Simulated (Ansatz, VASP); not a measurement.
# One calculation of Cu, two programs

```xyz
1
Lattice="0.0000 1.7588 1.7588 1.7588 0.0000 1.7588 1.7588 1.7588 0.0000" Properties=species:S:1:pos:R:3 pbc="T T T"
Cu    0.0000    0.0000    0.0000
```

Alike in both runs: task single point; functional LDA; k mesh 15 × 15 × 15; occupations methfessel-paxton of order 1, width 1 eV; no spin polarisation.

|  | VASP | Ansatz |
| --- | --- | --- |
| version | VASP 6.6.1 | Ansatz 0.2.0 |
| potentials or method | VASP PAW LDA potentials, release 64 (Cu_sv_GW), cutoff 820 eV | plane waves (420 eV) with PAW, scalar-relativistic |
| valence electrons in the cell | 19 | 19 |

VASP gave:

- pressure (GPa): -1.8

**Question.** Which values does Ansatz return?

**Answer.** Pressure (GPa): -0.8.

Ansatz warns that its potentials were made for another functional, while VASP's fit it. LDA's correlation is that of Perdew and Zunger in VASP and of Perdew and Wang (1992) in Ansatz.
